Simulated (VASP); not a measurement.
# GaSbTe2S (P3m1) in VASP: further runs

GaSbTe2S is run at these levels: PBE; tasks: single point.

Everything below comes from runs of VASP 6.6.1. Logs are shortened: lines on timing, memory, paths and dates and some standing lists are left out, and cuts for length are marked.

### 1 The cell of the first run

The structure is trigonal, space group P3m1 (No. 156). The conventional cell has a = 4.569 Å, b = 4.569 Å, c = 7.830 Å, α = 90.00°, β = 90.00°, γ = 120.00°. Ga (site symmetry 3m) has 4 Te at 2.66 to 2.81 Å and 3 S at 3.31 Å within 3.5 Å. Sb (site symmetry 3m) has 6 Te at 3.26 to 3.49 Å and 3 S at 3.70 Å and 3 Ga at 4.18 Å within 4.3 Å. Te (site symmetry 3m) has 3 Ga at 2.81 Å and 1 S at 2.95 Å and 3 Sb at 3.49 Å within 3.7 Å. Within 3.5 Å of Te (site symmetry 3m) lie 1 Ga at 2.66 Å and 3 S at 2.72 Å and 3 Sb at 3.26 Å. S (site symmetry 3m) has 4 Te at 2.72 to 2.95 Å and 3 Ga at 3.31 Å and 3 Sb at 3.70 Å within 3.7 Å.

The cell was generated, and may not be a known phase.

### 2 Single point, PBE

Contents of INCAR:

```
ALGO = Normal
EDIFF = 1E-7
ENCUT = 520
GGA = PE
ISIF = 2
ISMEAR = 0
LASPH = True
LCHARG = False
LREAL = False
LWAVE = False
NBANDS = 26
NELM = 60
PREC = Accurate
SIGMA = 0.1
```

Contents of KPOINTS:

```
k-points
0
Gamma
  6 6 2
```

Contents of POSCAR:

```
GaSbTe2S
1.0
    4.5690397200      0.0000000000      0.0000000000
   -2.2845198600      3.9569044700      0.0000000000
    0.0000000000      0.0000000000      7.8297341200
Ga Sb Te S
1 1 2 1
Direct
    0.6666666700      0.3333333300      0.6116340200
    0.0000000000      0.0000000000      0.0261640000
    0.3333333300      0.6666666700      0.7338119700
    0.6666666700      0.3333333300      0.2717430000
    0.3333333300      0.6666666700      0.3566470100
```

Potentials or basis: VASP PAW PBE potentials, release 64 (Ga_d, Sb, Te, S).

Launch:

```
> cat potpaw_PBE.64/Ga_d/POTCAR potpaw_PBE.64/Sb/POTCAR potpaw_PBE.64/Te/POTCAR potpaw_PBE.64/S/POTCAR > POTCAR
> mpirun -np 1 vasp_std > vasp.out
```

OUTCAR:

```text
EDIFF = 1E-7
   ENCUT = 520
   GGA = PE
   ISIF = 2
   ISMEAR = 0
   LASPH = True
   LREAL = False
   NELM = 60
   PREC = Accurate

 ion  position               nearest neighbor table
   1  0.667  0.333  0.612-   4 2.66   3 2.81   3 2.81   3 2.81
   2  0.000  0.000  0.026-   4 3.26   4 3.26   4 3.26   3 3.49   3 3.49   3 3.49
   3  0.333  0.667  0.734-   1 2.81   1 2.81   1 2.81   5 2.95   2 3.49   2 3.49   2 3.49
   4  0.667  0.333  0.272-   1 2.66   5 2.72   5 2.72   5 2.72   2 3.26   2 3.26   2 3.26
   5  0.333  0.667  0.357-   4 2.72   4 2.72   4 2.72   3 2.95

  LATTYP: Found a hexagonal cell.
 ALAT       =     4.5690397200
 C/A-ratio  =     1.7136498257

  Lattice vectors:

 A1 = (   4.5690397200,   0.0000000000,   0.0000000000)
 A2 = (  -2.2845198600,   3.9569044700,   0.0000000000)
 A3 = (   0.0000000000,   0.0000000000,   7.8297341200)

Analysis of symmetry for initial positions (statically):
=====================================================================
 Subroutine PRICEL returns:
 Original cell was already a primitive cell.

 Routine SETGRP: Setting up the symmetry group for a
 hexagonal supercell.

 Subroutine GETGRP returns: Found  6 space group operations
 (whereof  6 operations were pure point group operations)
 out of a pool of 24 trial point group operations.

The static configuration has the point symmetry C_3v.

Analysis of symmetry for dynamics (positions and initial velocities):
=====================================================================
 Subroutine PRICEL returns:
 Original cell was already a primitive cell.

 Routine SETGRP: Setting up the symmetry group for a
 hexagonal supercell.

 Subroutine GETGRP returns: Found  6 space group operations
 (whereof  6 operations were pure point group operations)
 out of a pool of 24 trial point group operations.

The dynamic configuration has the point symmetry C_3v.

 Subroutine INISYM returns: Found  6 space group operations
 (whereof  6 operations are pure point group operations),
 and found     1 'primitive' translations

----------------------------------------------------------------------------------------

                                     Primitive cell

  volume of cell :     141.5557

  direct lattice vectors                    reciprocal lattice vectors
     4.569039720  0.000000000  0.000000000     0.218864370  0.126361403  0.000000000
    -2.284519860  3.956904470  0.000000000     0.000000000  0.252722806  0.000000000
     0.000000000  0.000000000  7.829734120     0.000000000  0.000000000  0.127718258

  length of vectors
     4.569039720  4.569039721  7.829734120     0.252722806  0.252722806  0.127718258

  position of ions in fractional coordinates (direct lattice)
     0.666666670  0.333333330  0.611634020
     0.000000000  0.000000000  0.026164000
     0.333333330  0.666666670  0.733811970
     0.666666670  0.333333330  0.271743000
     0.333333330  0.666666670  0.356647010

  ion indices of the primitive-cell ions
   primitive index   ion index
                 1           1
                 2           2
                 3           3
                 4           4
                 5           5

----------------------------------------------------------------------------------------

 KPOINTS: k-points

Automatic generation of k-mesh.
 Grid dimensions read from file:
 generate k-points for:    6    6    2

 Generating k-lattice:

  Cartesian coordinates                     Fractional coordinates (reciprocal lattice)
     0.036477395  0.021060234  0.000000000     0.166666667  0.000000000  0.000000000
     0.000000000  0.042120468  0.000000000     0.000000000  0.166666667  0.000000000
     0.000000000  0.000000000  0.063859129     0.000000000  0.000000000  0.500000000

  Length of vectors
     0.042120468  0.042120468  0.063859129

  Shift w.r.t. Gamma in fractional coordinates (k-lattice)
     0.000000000  0.000000000  0.000000000

 Subroutine IBZKPT returns following result:
 ===========================================

 Found     14 irreducible k-points:

 Following reciprocal coordinates:
            Coordinates               Weight
  0.000000  0.000000  0.000000      1.000000
  0.166667  0.000000  0.000000      6.000000
  0.333333  0.000000  0.000000      6.000000
  0.500000  0.000000  0.000000      3.000000
  0.166667  0.166667  0.000000      6.000000
  0.333333  0.166667  0.000000     12.000000
  0.333333  0.333333  0.000000      2.000000
  0.000000  0.000000  0.500000      1.000000
  0.166667  0.000000  0.500000      6.000000
  0.333333  0.000000  0.500000      6.000000
  0.500000  0.000000  0.500000      3.000000
  0.166667  0.166667  0.500000      6.000000
  0.333333  0.166667  0.500000     12.000000
  0.333333  0.333333  0.500000      2.000000
   k-points           NKPTS =     14   k-points in BZ     NKDIM =     14   number of bands    NBANDS=     26
   number of dos      NEDOS =    301   number of ions     NIONS =      5
   total plane-waves  NPLWV =  77760
   dimension x,y,z NGX =    36 NGY =   36 NGZ =   60
   dimension x,y,z NGXF=    72 NGYF=   72 NGZF=  120
   ions per type =               1   1   2   1
   NGX,Y,Z   is equivalent  to a cutoff of  13.10, 13.10, 12.74 a.u.
   NGXF,Y,Z  is equivalent  to a cutoff of  26.20, 26.20, 25.48 a.u.
 SYSTEM =  unknown system
   PREC   = accura    normal or accurate (medium, high low for compatibility)
   ISTART =      0    job   : 0-new  1-cont  2-samecut
   ICHARG =      2    charge: 1-file 2-atom 10-const
   ISPIN  =      1    spin polarized calculation?
   LNONCOLLINEAR =      F non collinear calculations
   LSORBIT =      F    spin-orbit coupling
   LASPH  =      T    aspherical Exc in radial PAW
   ENCUT  =  520.0 eV  38.22 Ry    6.18 a.u.   8.50  8.50 14.56*2*pi/ulx,y,z
   NELM   =     60;   NELMIN=  2; NELMDL= -5     # of ELM steps
   EDIFF  = 0.1E-06   stopping-criterion for ELM
   LREAL  =      F    real-space projection
   EDIFFG = 0.1E-05   stopping-criterion for IOM
   NSW    =      0    number of steps for IOM
   IBRION =     -1    ionic relax: 0-MD 1-quasi-New 2-CG
   NFREE  =      0    steps in history (QN), initial steepest desc. (CG)
   ISIF   =      2    stress and relaxation
   ISYM   =      2    0-nonsym 1-usesym 2-fastsym
   POTIM  = 0.5000    time-step for ionic-motion
   TEBEG  =    0.0;   TEEND  =   0.0 temperature during run
   PSTRESS=    0.0 pullay stress
   NELECT =      36.0000    total number of electrons
   NUPDOWN=      -1.0000    fix difference up-down
   EMIN   =  10.00;   EMAX   =-10.00  energy-range for DOS
   EFERMI =   0.00;   METHOD = LEGACY
   ISMEAR =     0;   SIGMA  =   0.10  broadening in eV -4-tet -1-fermi 0-gaus
   EFERMI_NEDOS =   21; number of points for ismear=-14 and -15
   IALGO  =     38    algorithm
   IMIX   =      4    mixing-type and parameters
     AMIX     =   0.40;   BMIX     =  1.00
     AMIX_MAG =   1.60;   BMIX_MAG =  1.00
  volume/ion in A,a.u.               =      28.31       191.05
  Fermi-wavevector in a.u.,A,eV,Ry     =   1.037210  1.960042 14.637196  1.075804
  Thomas-Fermi vector in A             =   2.171637
   LORBIT       =      0    0 simple, 1 ext, 2 COOP (PROOUT), +10 PAW based schemes
   GGA     = PE    functional components
   LHFCALC =     F    Hartree Fock is set to
   AEXX    =    0.0000 exact exchange contribution
   IVDW    =     0    specifies the selected vdW correction
   LEPSILON=     F    determine dielectric tensor
   LRPA    =     F    only Hartree local field effects (RPA)
 non-spin polarized calculation
 Gauss-broadening in eV      SIGMA  =   0.10
  energy-cutoff  :      520.00
  volume of cell :      141.56
 maximum number of plane-waves:      3846
 NGX is ok and might be reduce to    36
   NGX = 17   NGY = 17   NGZ = 29

 number of electron      35.9999999 magnetization

 Free energy of the ion-electron system (eV)
  ---------------------------------------------------
  ext. energy  EPLUGINS =         0.00000000
  ---------------------------------------------------
  free energy    TOTEN  =       -15.98031674 eV

  energy without entropy =      -15.95862896  energy(sigma->0) =      -15.96947285

 E-fermi :   5.7761     XC(G=0):  -9.3329

 val. band max:        5.7755507901   @ k =   0.5000   0.0000   0.5000
 cond. band min:       5.7761610722   @ k =   0.5000   0.0000   0.5000
 fundamental gap:      0.0006102821
 Fermi energy:         5.7760657787

 k-point     1 :       0.0000    0.0000    0.0000
  band No.  band energies     occupation
      1      -9.4460      2.00000
      2      -9.3714      2.00000
      3      -9.3714      2.00000
      4      -9.3462      2.00000
      5      -9.3462      2.00000
      6      -8.7281      2.00000
[... 18 lines left out ...]
     25       9.0815      0.00000
     26      10.9138      0.00000

 k-point     2 :       0.1667    0.0000    0.0000
  band No.  band energies     occupation
      1      -9.4377      2.00000
      2      -9.3793      2.00000
      3      -9.3699      2.00000
      4      -9.3493      2.00000
      5      -9.3455      2.00000
      6      -8.5417      2.00000
[... 18 lines left out ...]
     25       9.3989      0.00000
     26      11.1992      0.00000

 k-point     3 :       0.3333    0.0000    0.0000
  band No.  band energies     occupation
      1      -9.4245      2.00000
      2      -9.3935      2.00000
      3      -9.3675      2.00000
      4      -9.3544      2.00000
      5      -9.3434      2.00000
      6      -8.0332      2.00000
[... 18 lines left out ...]
     25      10.3723      0.00000
     26      11.1312      0.00000

 k-point     4 :       0.5000    0.0000    0.0000
  band No.  band energies     occupation
      1      -9.4187      2.00000
      2      -9.4003      2.00000
      3      -9.3666      2.00000
      4      -9.3567      2.00000
      5      -9.3421      2.00000
      6      -7.6001      2.00000
[... 18 lines left out ...]
     25      10.8120      0.00000
     26      11.3159      0.00000

 k-point     5 :       0.1667    0.1667    0.0000
  band No.  band energies     occupation
      1      -9.4274      2.00000
      2      -9.3899      2.00000
      3      -9.3684      2.00000
      4      -9.3526      2.00000
      5      -9.3446      2.00000
      6      -8.1884      2.00000
[... 18 lines left out ...]
     25       9.8999      0.00000
     26      11.5908      0.00000

 k-point     6 :       0.3333    0.1667    0.0000
  band No.  band energies     occupation
      1      -9.4181      2.00000
      2      -9.4003      2.00000
      3      -9.3673      2.00000
      4      -9.3553      2.00000
      5      -9.3434      2.00000
      6      -7.6217      2.00000
[... 18 lines left out ...]
     25      10.6006      0.00000
     26      11.3433      0.00000

 k-point     7 :       0.3333    0.3333    0.0000
  band No.  band energies     occupation
      1      -9.4133      2.00000
      2      -9.4052      2.00000
      3      -9.3676      2.00000
      4      -9.3549      2.00000
      5      -9.3440      2.00000
      6      -7.2766      2.00000
[... 18 lines left out ...]
     25       9.8865      0.00000
     26      10.9563      0.00000

 k-point     8 :       0.0000    0.0000    0.5000
  band No.  band energies     occupation
      1      -9.4457      2.00000
      2      -9.3714      2.00000
      3      -9.3714      2.00000
      4      -9.3462      2.00000
      5      -9.3462      2.00000
      6      -8.6950      2.00000
[... 18 lines left out ...]
     25       9.6008      0.00000
     26      11.2922      0.00000

 k-point     9 :       0.1667    0.0000    0.5000
  band No.  band energies     occupation
      1      -9.4375      2.00000
      2      -9.3790      2.00000
      3      -9.3699      2.00000
      4      -9.3494      2.00000
      5      -9.3455      2.00000
      6      -8.5106      2.00000
[... 18 lines left out ...]
     25       9.4679      0.00000
     26      11.1834      0.00000

 k-point    10 :       0.3333    0.0000    0.5000
  band No.  band energies     occupation
      1      -9.4244      2.00000
      2      -9.3932      2.00000
      3      -9.3675      2.00000
      4      -9.3545      2.00000
      5      -9.3434      2.00000
      6      -8.0085      2.00000
[... 18 lines left out ...]
     25      10.0391      0.00000
     26      11.6390      0.00000

 k-point    11 :       0.5000    0.0000    0.5000
  band No.  band energies     occupation
      1      -9.4185      2.00000
      2      -9.4001      2.00000
      3      -9.3666      2.00000
      4      -9.3568      2.00000
      5      -9.3421      2.00000
      6      -7.5847      2.00000
[... 18 lines left out ...]
     25      10.6156      0.00000
     26      12.2012      0.00000

 k-point    12 :       0.1667    0.1667    0.5000
  band No.  band energies     occupation
      1      -9.4274      2.00000
      2      -9.3895      2.00000
      3      -9.3684      2.00000
      4      -9.3527      2.00000
      5      -9.3446      2.00000
      6      -8.1613      2.00000
[... 18 lines left out ...]
     25       9.8266      0.00000
     26      11.4676      0.00000

 k-point    13 :       0.3333    0.1667    0.5000
  band No.  band energies     occupation
      1      -9.4180      2.00000
      2      -9.4001      2.00000
      3      -9.3673      2.00000
      4      -9.3554      2.00000
      5      -9.3434      2.00000
      6      -7.6032      2.00000
[... 18 lines left out ...]
     25      10.3880      0.00000
     26      11.5789      0.00000

 k-point    14 :       0.3333    0.3333    0.5000
  band No.  band energies     occupation
      1      -9.4130      2.00000
      2      -9.4051      2.00000
      3      -9.3676      2.00000
      4      -9.3549      2.00000
      5      -9.3441      2.00000
      6      -7.2626      2.00000
[... 18 lines left out ...]
     25      10.3806      0.00000
     26      11.4566      0.00000

------------------------ aborting loop because EDIFF is reached ----------------------------------------

  FORCE on cell =-STRESS in cart. coord.  units (eV):
  Direction    XX          YY          ZZ          XY          YZ          ZX
  --------------------------------------------------------------------------------------
  -------------------------------------------------------------------------------------
  Total        1.6026909      1.6026909      2.4791258     -0.0000000      0.0000000      0.0000000
  in kB       18.1398144     18.1398144     28.0596103     -0.0000000      0.0000000      0.0000000
  external PRESSURE =      21.4464130 kB  Pullay stress =       0.0000000 kB

 VOLUME and BASIS-vectors are now :
 -----------------------------------------------------------------------------
  energy-cutoff  :      520.00
  volume of cell :      141.56
      direct lattice vectors                 reciprocal lattice vectors
     4.569039720  0.000000000  0.000000000     0.218864370  0.126361403  0.000000000
    -2.284519860  3.956904470  0.000000000     0.000000000  0.252722806  0.000000000
     0.000000000  0.000000000  7.829734120     0.000000000  0.000000000  0.127718258

 POSITION                                       TOTAL-FORCE (eV/Angst)
 -----------------------------------------------------------------------------------
      2.28452      1.31897      4.78893        -0.000000      0.000000      0.650238
      0.00000      0.00000      0.20486         0.000000     -0.000000      0.331490
     -0.00000      2.63794      5.74555         0.000000     -0.000000      1.234200
      2.28452      1.31897      2.12768         0.000000     -0.000000     -2.232417
     -0.00000      2.63794      2.79245        -0.000000     -0.000000      0.016489
 -----------------------------------------------------------------------------------
    total drift:                                0.000001     -0.000000      0.000149

  FREE ENERGIE OF THE ION-ELECTRON SYSTEM (eV)
  ---------------------------------------------------
  free  energy   TOTEN  =       -15.9803167440 eV

  energy  without entropy=      -15.9586289594  energy(sigma->0) =      -15.96947285
```

Wall time 65 s (1 thread of AMD EPYC 9R45 (Zen 5), shared host); peak memory 0.27 GiB.

What came out:

```yaml
Free_energy: -15.9803 eV
Pressure: 2.1 GPa
Largest_force: 2.232 eV/Å
Band_gap_on_the_k_mesh: zero (bands 18 and 19 overlap by 0.50 eV)
```

Forces in eV/Å, atoms in the order of the input:
```
Ga   0.000  0.000  0.650
Sb   0.000  0.000  0.331
Te   0.000  0.000  1.234
Te   0.000  0.000 -2.232
S    0.000  0.000  0.016
```

Caveat: the k points lie up to 0.40 Å⁻¹ apart; semilocal functionals underestimate gaps, and a narrow one can read as zero; spin-orbit coupling is left out, which moves the levels of the heavy elements; forces of over 1 eV/Å act on the atoms, so gaps and moduli don't describe the material at rest.

### 3 Single point, PBE

This run uses another cell than the first one, of 29.40 Å³/atom.

Contents of INCAR:

```
SYSTEM = GaSbTe2S
PREC = Accurate
ENCUT = 520
EDIFF = 1E-6
ISMEAR = 0
SIGMA = 0.1
LREAL = .FALSE.
LASPH = .TRUE.
NELM = 60
ALGO = Normal
ISIF = 2
LWAVE = .FALSE.
LCHARG = .FALSE.
GGA = PE
NBANDS = 26
```

Contents of KPOINTS:

```
regular mesh
0
G
  6 6 2
  0 0 0
```

Contents of POSCAR:

```
GaSbTe2S
1.0
    3.9658669220      0.0000000000      0.0000000000
   -1.9829334610      3.4345415024      0.0000000000
    0.0000000000      0.0000000000     10.7914766129
Ga Sb Te S
1 1 2 1
Direct
    0.6666666667      0.3333333333      0.5678683334
    0.0000000000      0.0000000000     -0.0115442175
    0.3333333333      0.6666666667      0.8068598837
    0.6666666667      0.3333333333      0.1636118685
    0.3333333333      0.6666666667      0.4732041319
```

Potentials or basis: VASP PAW PBE potentials, release 64 (Ga_d, Sb, Te, S).

Launch:

```
> cat potpaw_PBE.64/Ga_d/POTCAR potpaw_PBE.64/Sb/POTCAR potpaw_PBE.64/Te/POTCAR potpaw_PBE.64/S/POTCAR > POTCAR
> mpirun -np 1 vasp_std > vasp.out
```

It took 26 s on 1 thread of AMD EPYC 9R45 (Zen 5), shared host; peak memory 0.25 GiB.

The run converged. Its results:

| Quantity | Value |
| --- | --- |
| Free energy | -17.7528 eV |
| Pressure | 0.1 GPa |
| Largest force | 0.017 eV/Å |
| Band gap on the k mesh | zero (bands 18 and 19 overlap by 0.52 eV) |

Forces in eV/Å, atoms in the order of the input:
```
Ga   0.000  0.000  0.007
Sb   0.000  0.000 -0.009
Te   0.000  0.000 -0.013
Te   0.000  0.000  0.017
S    0.000  0.000 -0.002
```

Stress tensor (GPa, compression positive):
```
0.03 0.00 0.00
0.00 0.03 0.00
0.00 0.00 0.17
```

Levels at points of the mesh, in eV from the Fermi level:
```
           k point  band 16  band 17  band 18  band 19  band 20  band 21
(0.00, 0.00, 0.00)    -1.01    -0.17    -0.17     0.38     1.94     2.00
(0.50, 0.00, 0.00)    -2.43    -1.21    -0.92    -0.30     1.48     2.07
(0.00, 0.00, 0.50)    -0.47    -0.18    -0.18     0.15     1.95     2.01
(0.50, 0.00, 0.50)    -2.33    -1.29    -0.87    -0.17     1.34     2.40
```

Caveat: spin-orbit coupling is left out, which moves the levels of the heavy elements; this functional lacks dispersion, which binds layers or chains, so the pressure and a relaxed spacing across them are unreliable.

The gap in the log of VASP goes by the Fermi energy; the results here count the filled bands.